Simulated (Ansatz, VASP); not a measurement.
## One calculation of B, two programs

Contents of INCAR:

```
SYSTEM = B
ALGO = Normal
EDIFF = 1E-6
ENCUT = 520
GGA = CA
ISIF = 2
ISMEAR = -1
LASPH = .TRUE.
LCHARG = .TRUE.
LELF = .TRUE.
LREAL = .FALSE.
LVHAR = .TRUE.
LWAVE = .FALSE.
NBANDS = 8
NELM = 60
PREC = Accurate
SIGMA = 0.1
```

Contents of KPOINTS:

```
k-points
0
G
  21 21 21
  0 0 0
```

POSCAR

```
B
1.0
    0.0000000000      1.4175125177      1.4175125177
    1.4175125177      0.0000000000      1.4175125177
    1.4175125177      1.4175125177      0.0000000000
B
1
Direct
    0.0000000000      0.0000000000      0.0000000000
```

Input for Ansatz:

```yaml
crystal:
  lattice:
    - [0.0, 1.4175125177, 1.4175125177]
    - [1.4175125177, 0.0, 1.4175125177]
    - [1.4175125177, 1.4175125177, 0.0]
  atoms:
    - { symbol: B, position: [0.0, 0.0, 0.0] }
hamiltonian:
  xc: lda
  pseudopotentials:
    kind: paw
    azcp:
      B: "pseudopotentials/B.paw.azcp"
basis:
  ecutwfc: 420
  fft_grid_basis: typed
kpoints:
  mp_grid: { grid: [21, 21, 21], shift: [0, 0, 0] }
magnetization:
  spin_polarized: false
scf:
  occupations: { method: fermi_dirac, width: 0.1 }
  lower_state_search: "off"
output:
  stress: true
```

Alike in both runs: task single point; functional LDA; k mesh 21 × 21 × 21; occupations fermi-dirac, width 0.1 eV; no spin polarisation.

```csv
,VASP,Ansatz
version,VASP 6.6.1,Ansatz 0.2.0
potentials or method,"VASP PAW LDA potentials, release 64 (B), cutoff 520 eV","plane waves (420 eV) with PAW, scalar-relativistic"
valence electrons in the cell,3,3
```

Ansatz gave:

| Item | Value |
| --- | --- |
| pressure (GPa) | 0.1 |

Which values does VASP return?

Pressure (GPa): 0.5.

Ansatz warns that its potentials were made for another functional, while VASP's fit it. LDA's correlation is that of Perdew and Zunger in VASP and of Perdew and Wang (1992) in Ansatz.
